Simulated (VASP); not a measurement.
# Zn7Se8 (a cell with a defect) in VASP: single point with PBE

Aim: the single point of Zn7Se8 (a cell with a defect) with PBE.

All numbers are computed with VASP 6.6.1; they aren't measurements. Logs are shortened: lines on timing, memory, paths and dates and some standing lists are left out, and cuts for length are marked.

## Step 1: The cell of the first run

The cell holds a defect, 15 atoms: a = 8.106 Å, b = 8.106 Å, c = 8.106 Å, α = 60.00°, β = 60.00°, γ = 60.00°.

## Step 2: Single point, PBE, collinear spin (atoms taken out, then relaxed in part)

INCAR reads:

```
ALGO = Normal
EDIFF = 1E-7
ENCUT = 520
GGA = PE
ISIF = 2
ISMEAR = 0
ISPIN = 2
LASPH = T
LCHARG = F
LORBIT = 11
LREAL = Auto
LWAVE = F
MAGMOM = 0 0 0 0 0 0 0 0.25 0 0 0 0.25 0.25 0.25 0
NBANDS = 83
NELECT = 133.0
NELM = 150
PREC = Accurate
SIGMA = 0.01
```

KPOINTS reads:

```
k-points
0
Gamma
  2 2 2
```

POSCAR reads:

```
Zn7Se8
1.0
    0.0000000000      5.7317610682     -5.7317610682
    5.7317610682      5.7317610682      0.0000000000
    5.7317610682      0.0000000000     -5.7317610682
Zn Se
7 8
Direct
    0.4907476722      0.0077667345     -0.0105777098
    1.0100679128      0.4895870823     -0.0096043568
    1.0120020821      0.0074734013     -0.0104751746
    0.4916229604      0.4894628193      0.5088052014
    0.4906208087      0.0080395205      0.5105763622
    1.0100229013      0.4896673319      0.5083074735
    1.0013172416     -0.0022798938      0.4997350348
    0.3804048824      0.3773591798      0.3618635285
    0.3783277281      0.8726951221      0.3737680055
    0.8753425097      0.3752583523      0.3739366158
    0.8751450661      0.8727499064      0.3737607192
    0.3803971785      0.3772378202      0.8789379561
    0.3817173364      0.8564522619      0.8801500417
    0.8640808482      0.3770538994      0.8786571708
    0.8751918587      0.8726935750      0.8768381025
```

Potentials or basis: VASP PAW PBE potentials, release 64 (Zn, Se).

Run with:

```
$ cat potpaw_PBE.64/Zn/POTCAR potpaw_PBE.64/Se/POTCAR > POTCAR
$ mpirun -np 1 vasp_std > vasp.out
```

OUTCAR:

```text
EDIFF = 1E-7
   ENCUT = 520
   GGA = PE
   ISIF = 2
   ISMEAR = 0
   ISPIN = 2
   LASPH = T
   LORBIT = 11
   LREAL = Auto
   NELECT = 133.0
   NELM = 150
   PREC = Accurate

 ion  position               nearest neighbor table
   1  0.491  0.008  0.989-  12 2.45  13 2.45   9 2.55  15 2.55
   2  0.010  0.490  0.990-  14 2.46  12 2.46  15 2.54  10 2.54
   3  0.012  0.007  0.990-  14 2.45  13 2.45  11 2.55  15 2.55
   4  0.492  0.489  0.509-  12 2.46   8 2.46   9 2.54  10 2.54
   5  0.491  0.008  0.511-   8 2.45  13 2.45   9 2.55  11 2.55
   6  0.010  0.490  0.508-  14 2.46   8 2.46  11 2.54  10 2.54
   7  0.001  0.998  0.500-   9 2.50  15 2.50  11 2.50  10 2.50
   8  0.380  0.377  0.362-   5 2.45   4 2.46   6 2.46
   9  0.378  0.873  0.374-   7 2.50   4 2.54   1 2.55   5 2.55
  10  0.875  0.375  0.374-   7 2.50   6 2.54   2 2.54   4 2.54
  11  0.875  0.873  0.374-   7 2.50   6 2.54   3 2.55   5 2.55
  12  0.380  0.377  0.879-   1 2.45   4 2.46   2 2.46
  13  0.382  0.856  0.880-   5 2.45   1 2.45   3 2.45
  14  0.864  0.377  0.879-   3 2.45   2 2.46   6 2.46
  15  0.875  0.873  0.877-   7 2.50   2 2.54   3 2.55   1 2.55

  LATTYP: Found a face centered cubic cell.
 ALAT       =    11.4635221364

  Lattice vectors:

 A1 = (   0.0000000000,   5.7317610682,  -5.7317610682)
 A2 = (   5.7317610682,   5.7317610682,   0.0000000000)
 A3 = (   5.7317610682,   0.0000000000,  -5.7317610682)

Analysis of symmetry for initial positions (statically):
=====================================================================
 Subroutine PRICEL returns:
 Original cell was already a primitive cell.

 Routine SETGRP: Setting up the symmetry group for a
 face centered cubic supercell.

 Subroutine GETGRP returns: Found  1 space group operations
 (whereof  1 operations were pure point group operations)
 out of a pool of 48 trial point group operations.

The static configuration has the point symmetry C_1 .

Analysis of symmetry for dynamics (positions and initial velocities):
=====================================================================
 Subroutine PRICEL returns:
 Original cell was already a primitive cell.

 Routine SETGRP: Setting up the symmetry group for a
 face centered cubic supercell.

 Subroutine GETGRP returns: Found  1 space group operations
 (whereof  1 operations were pure point group operations)
 out of a pool of 48 trial point group operations.

The dynamic configuration has the point symmetry C_1 .

Analysis of structural, dynamic, and magnetic symmetry:
=====================================================================
 Subroutine PRICEL returns:
 Original cell was already a primitive cell.

 Routine SETGRP: Setting up the symmetry group for a
 face centered cubic supercell.

 Subroutine GETGRP returns: Found  1 space group operations
 (whereof  1 operations were pure point group operations)
 out of a pool of 48 trial point group operations.

The overall configuration has the point symmetry C_1 .

 Subroutine INISYM returns: Found  1 space group operations
 (whereof  1 operations are pure point group operations),
 and found     1 'primitive' translations

----------------------------------------------------------------------------------------

                                     Primitive cell

  volume of cell :     376.6121

  direct lattice vectors                    reciprocal lattice vectors
     0.000000000  5.731761068 -5.731761068    -0.087233224  0.087233224 -0.087233224
     5.731761068  5.731761068  0.000000000     0.087233224  0.087233224  0.087233224
     5.731761068  0.000000000 -5.731761068     0.087233224 -0.087233224 -0.087233224

  length of vectors
     8.105934239  8.105934239  8.105934239     0.151092377  0.151092377  0.151092377

  position of ions in fractional coordinates (direct lattice)
     0.490747672  0.007766735  0.989422290
     0.010067913  0.489587082  0.990395643
     0.012002082  0.007473401  0.989524825
     0.491622960  0.489462819  0.508805201
     0.490620809  0.008039520  0.510576362
     0.010022901  0.489667332  0.508307473
     0.001317242  0.997720106  0.499735035
     0.380404882  0.377359180  0.361863529
     0.378327728  0.872695122  0.373768005
     0.875342510  0.375258352  0.373936616
     0.875145066  0.872749906  0.373760719
     0.380397178  0.377237820  0.878937956
     0.381717336  0.856452262  0.880150042
     0.864080848  0.377053899  0.878657171
     0.875191859  0.872693575  0.876838103

  ion indices of the primitive-cell ions
   primitive index   ion index
                 1           1
                 2           2
                 3           3
                 4           4
                 5           5
                 6           6
[... 47 lines left out ...]
   number of dos      NEDOS =    301   number of ions     NIONS =     15
   total plane-waves  NPLWV = 216000
   dimension x,y,z NGX =    60 NGY =   60 NGZ =   60
   dimension x,y,z NGXF=   120 NGYF=  120 NGZF=  120
   ions per type =               7   8
   NGX,Y,Z   is equivalent  to a cutoff of  12.31, 12.31, 12.31 a.u.
   NGXF,Y,Z  is equivalent  to a cutoff of  24.61, 24.61, 24.61 a.u.
 SYSTEM =  unknown system
   PREC   = accura    normal or accurate (medium, high low for compatibility)
   ISTART =      0    job   : 0-new  1-cont  2-samecut
   ICHARG =      2    charge: 1-file 2-atom 10-const
   ISPIN  =      2    spin polarized calculation?
   LNONCOLLINEAR =      F non collinear calculations
   LSORBIT =      F    spin-orbit coupling
   LASPH  =      T    aspherical Exc in radial PAW
   ENCUT  =  520.0 eV  38.22 Ry    6.18 a.u.  15.07 15.07 15.07*2*pi/ulx,y,z
   NELM   =    150;   NELMIN=  2; NELMDL= -5     # of ELM steps
   EDIFF  = 0.1E-06   stopping-criterion for ELM
   LREAL  =      T    real-space projection
   EDIFFG = 0.1E-05   stopping-criterion for IOM
   NSW    =      0    number of steps for IOM
   IBRION =     -1    ionic relax: 0-MD 1-quasi-New 2-CG
   NFREE  =      0    steps in history (QN), initial steepest desc. (CG)
   ISIF   =      2    stress and relaxation
   ISYM   =      2    0-nonsym 1-usesym 2-fastsym
   POTIM  = 0.5000    time-step for ionic-motion
   TEBEG  =    0.0;   TEEND  =   0.0 temperature during run
   PSTRESS=    0.0 pullay stress
   NELECT =     133.0000    total number of electrons
   NUPDOWN=      -1.0000    fix difference up-down
   EMIN   =  10.00;   EMAX   =-10.00  energy-range for DOS
   EFERMI =   0.00;   METHOD = LEGACY
   ISMEAR =     0;   SIGMA  =   0.01  broadening in eV -4-tet -1-fermi 0-gaus
   EFERMI_NEDOS =   21; number of points for ismear=-14 and -15
   IALGO  =     38    algorithm
   IMIX   =      4    mixing-type and parameters
     AMIX     =   0.40;   BMIX     =  1.00
     AMIX_MAG =   1.60;   BMIX_MAG =  1.00
  volume/ion in A,a.u.               =      25.11       169.43
  Fermi-wavevector in a.u.,A,eV,Ry     =   1.157161  2.186718 18.218510  1.339023
  Thomas-Fermi vector in A             =   2.293775
   LORBIT       =     11    0 simple, 1 ext, 2 COOP (PROOUT), +10 PAW based schemes
   GGA     = PE    functional components
   LHFCALC =     F    Hartree Fock is set to
   AEXX    =    0.0000 exact exchange contribution
   IVDW    =     0    specifies the selected vdW correction
   LEPSILON=     F    determine dielectric tensor
   LRPA    =     F    only Hartree local field effects (RPA)
 spin polarized calculation
 Gauss-broadening in eV      SIGMA  =   0.01
  energy-cutoff  :      520.00
  volume of cell :      376.61
 maximum number of plane-waves:     10190
   NGX = 31   NGY = 31   NGZ = 31

 number of electron     133.0000046 magnetization       0.2500043

 Free energy of the ion-electron system (eV)
  ---------------------------------------------------
  ext. energy  EPLUGINS =         0.00000000
  ---------------------------------------------------
  free energy    TOTEN  =       -42.75204942 eV

  energy without entropy =      -42.75032738  energy(sigma->0) =      -42.75118840

 E-fermi :   0.9719     XC(G=0):  -8.9618

 val. band max:        0.9661518557   @ k =   0.0000   0.5000   0.0000
 cond. band min:       0.9720314005   @ k =   0.0000   0.0000   0.5000
 fundamental gap:      0.0058795448
 Fermi energy:         0.9719150026

 spin component 1

 k-point     1 :       0.0000    0.0000    0.0000
  band No.  band energies     occupation
      1     -11.8856      1.00000
      2     -11.1999      1.00000
      3     -11.1997      1.00000
      4     -11.1988      1.00000
      5     -11.0684      1.00000
      6     -10.8563      1.00000
[... 637 lines left out ...]
     77       6.4241      0.00000
     78       6.4271      0.00000
 Fermi energy:         0.9719150026

 spin component 2

 k-point     1 :       0.0000    0.0000    0.0000
  band No.  band energies     occupation
      1     -11.8730      1.00000
      2     -11.1940      1.00000
      3     -11.1915      1.00000
      4     -11.1909      1.00000
      5     -11.0370      1.00000
      6     -10.8131      1.00000
[... 637 lines left out ...]
     77       6.4340      0.00000
     78       6.4364      0.00000
 [bands above 78 left out]

------------------------ aborting loop because EDIFF is reached ----------------------------------------

  FORCE on cell =-STRESS in cart. coord.  units (eV):
  Direction    XX          YY          ZZ          XY          YZ          ZX
  --------------------------------------------------------------------------------------
  -------------------------------------------------------------------------------------
  Total        4.2385788      4.2514082      4.2616584      0.1169515      0.1122499      0.0764552
  in kB       18.0316977     18.0862761     18.1298825      0.4975335      0.4775317      0.3252547
  external PRESSURE =      18.0826188 kB  Pullay stress =       0.0000000 kB

 VOLUME and BASIS-vectors are now :
 -----------------------------------------------------------------------------
  energy-cutoff  :      520.00
  volume of cell :      376.61
      direct lattice vectors                 reciprocal lattice vectors
     0.000000000  5.731761068 -5.731761068    -0.087233224  0.087233224 -0.087233224
     5.731761068  5.731761068  0.000000000     0.087233224  0.087233224  0.087233224
     5.731761068  0.000000000 -5.731761068     0.087233224 -0.087233224 -0.087233224

 POSITION                                       TOTAL-FORCE (eV/Angst)
 -----------------------------------------------------------------------------------
      5.71565      2.85737     -8.48398        -0.000104     -0.000315     -0.005578
      8.48291      2.86390     -5.73442         0.007051      0.000223     -0.001866
      5.71456      0.11163     -5.74051         0.000167     -0.005792     -0.000042
      5.72183      5.62335     -5.73422        -0.001371      0.006853      0.001592
      2.97258      2.85820     -5.73862        -0.008398     -0.001087     -0.001298
      5.72015      2.86411     -2.97095         0.001079     -0.000032      0.004332
      8.58306      5.72624     -2.87191         0.000609     -0.001021     -0.000513
      4.23705      4.34332     -4.25451        -0.018594      0.014058      0.014153
      7.14443      7.17056     -4.31083         0.002015      0.000629      0.002544
      4.29421      7.16815     -7.16057         0.013606     -0.006599     -0.007350
      7.14470     10.01852     -7.15843         0.004380      0.002711      0.000266
      7.20010      4.34258     -7.21821         0.008460      0.010668     -0.015449
      9.95379      7.09689     -7.23272        -0.020471     -0.009600     -0.009512
      7.19744      7.11389     -9.98896         0.007482     -0.015898      0.014049
     10.02790     10.01846    -10.04222         0.004088      0.005202      0.004670
 -----------------------------------------------------------------------------------
    total drift:                                0.012716      0.012157      0.012101

  FREE ENERGIE OF THE ION-ELECTRON SYSTEM (eV)
  ---------------------------------------------------
  free  energy   TOTEN  =       -42.7520494211 eV

  energy  without entropy=      -42.7503273757  energy(sigma->0) =      -42.75118840

 total charge

# of ion       s       p       d       tot
------------------------------------------
    1        0.532   0.421   9.779  10.732
    2        0.532   0.422   9.779  10.733
    3        0.532   0.421   9.779  10.732
    4        0.532   0.422   9.779  10.733
    5        0.532   0.421   9.779  10.732
    6        0.532   0.422   9.779  10.733
    7        0.526   0.425   9.783  10.733
    8        1.454   2.373   0.024   3.852
    9        1.439   2.413   0.024   3.875
   10        1.439   2.414   0.024   3.876
   11        1.439   2.413   0.024   3.876
   12        1.454   2.373   0.024   3.852
   13        1.455   2.374   0.025   3.854
   14        1.454   2.373   0.024   3.852
   15        1.439   2.413   0.024   3.876
--------------------------------------------------
tot         15.291  22.100  68.649 106.040

 magnetization (x)

# of ion       s       p       d       tot
------------------------------------------
    1       -0.001   0.000   0.002   0.002
    2       -0.001   0.001   0.002   0.003
    3       -0.001   0.001   0.002   0.002
    4       -0.001   0.001   0.002   0.003
    5       -0.001   0.000   0.002   0.002
    6       -0.001   0.001   0.002   0.003
    7       -0.000  -0.000  -0.000  -0.000
    8        0.001   0.040  -0.000   0.041
    9        0.000   0.002   0.000   0.002
   10       -0.000   0.001   0.000   0.000
   11        0.000   0.002   0.000   0.002
   12        0.001   0.040  -0.000   0.041
   13        0.001   0.021   0.000   0.022
   14        0.002   0.043  -0.000   0.045
   15       -0.000   0.002   0.000   0.002
--------------------------------------------------
tot          0.000   0.155   0.013   0.169
```

Wall time 28 min (1 thread of Oxide Virtual Turin-like, shared host); peak memory 0.79 GiB.

What came out:

```
Free energy                                           : -42.7520 eV
Largest force                                         : 0.027 eV/Å
Net moment                                            : 0.25 μB per cell
Site moments                                          : Zn +0.00, -0.00 (each value once); Se +0.04, +0.00, +0.02 (each value once) μB
Valence electrons inside the program's atomic spheres : Zn 10.73; Se 3.85, 3.88 (each value once)
```

Forces in eV/Å, atoms in the order of the input:
```
Zn   0.000  0.000 -0.006
Zn   0.007  0.000 -0.002
Zn   0.000 -0.006  0.000
Zn  -0.001  0.007  0.002
Zn  -0.008 -0.001 -0.001
Zn   0.001  0.000  0.004
Zn   0.001 -0.001 -0.001
Se  -0.019  0.014  0.014
Se   0.002  0.001  0.003
Se   0.014 -0.007 -0.007
Se   0.004  0.003  0.000
Se   0.008  0.011 -0.015
Se  -0.020 -0.010 -0.010
Se   0.007 -0.016  0.014
Se   0.004  0.005  0.005
```

Caveat: the k points lie up to 0.47 Å⁻¹ apart; the cell carries a net charge on a neutralising background, which shifts energy and pressure; the cell differs from its parent crystal (atoms taken out, then relaxed in part); the cell is charged against a uniform background, so pressure and absolute levels hang on convention.
